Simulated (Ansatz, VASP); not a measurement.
# Pt: VASP beside Ansatz

Contents of INCAR:

```
SYSTEM = Pt
PREC = Accurate
ENCUT = 600
EDIFF = 1E-7
ISMEAR = 0
SIGMA = 0.1
LREAL = .FALSE.
LASPH = .TRUE.
NELM = 100
ALGO = Normal
ISIF = 3
LWAVE = .FALSE.
LCHARG = .FALSE.
GGA = PE
IBRION = 2
NSW = 90
EDIFFG = -0.04
```

Contents of KPOINTS:

```
regular mesh
0
G
  6 6 6
  0 0 0
```

POSCAR

```
Pt
1.0
    0.0000000000      2.8738654400      2.8738654400
    2.8738654400      0.0000000000      2.8738654400
    2.8738654400      2.8738654400      0.0000000000
Pt
3
Direct
    0.2500000000      0.2500000000      0.2500000000
    0.7500000000      0.7500000000      0.7500000000
    0.0000000000      0.0000000000      0.0000000000
```

Input for Ansatz:

```yaml
crystal:
  lattice:
    - [0.0, 2.87386544, 2.87386544]
    - [2.87386544, 0.0, 2.87386544]
    - [2.87386544, 2.87386544, 0.0]
  atoms:
    - { symbol: Pt, position: [0.25, 0.25, 0.25] }
    - { symbol: Pt, position: [0.75, 0.75, 0.75] }
    - { symbol: Pt, position: [0.0, 0.0, 0.0] }
basis:
  ecutwfc: 420
kpoints:
  mp_grid: { grid: [6, 6, 6] }
hamiltonian:
  xc: pbe
scf:
  occupations: { method: gaussian, width: 0.1 }
  lower_state_search: "off"
output:
  forces: true
  stress: true
  eigenvalues: true
relax:
  adjacent_minimum: "off"
  f_tol: 0.04
  max_steps: 70
  cell: { stress_tol: 0.4 }
```

Alike in both runs: task relaxation of cell and atoms; functional PBE; k mesh 6 × 6 × 6; occupations gaussian, width 0.1 eV; no spin polarisation.

|  | VASP | Ansatz |
| --- | --- | --- |
| version | VASP 6.6.1 | Ansatz 0.2.0 |
| potentials or method | VASP PAW PBE potentials, release 64 (Pt), cutoff 600 eV | scalar-relativistic, plane waves, PAW |
| valence electrons in the cell | 30 | 54 |

Ansatz gave:

```
gap on the k mesh at the Fermi level, each at its own relaxed structure (eV) : none
relaxed volume (Å³/atom)                                                     : 18.64
relaxed cell length with the largest relative difference (Å)                 : 4.292
```

What did VASP give for the same quantities?

gap on the k mesh at the Fermi level, each at its own relaxed structure (eV): none; relaxed volume (Å³/atom): 18.60; relaxed cell length with the largest relative difference (Å): 4.289.

A gap of «none» marks a metal or a gap that the smearing closes. VASP's potentials hold 30 valence electrons a cell and Ansatz's 54, so a difference there can come from the potentials and not from the codes.

Neither program's run includes spin-orbit coupling. Noted on VASP's run: the volume moved by over 15 % at a fixed basis, so the end points are rough.
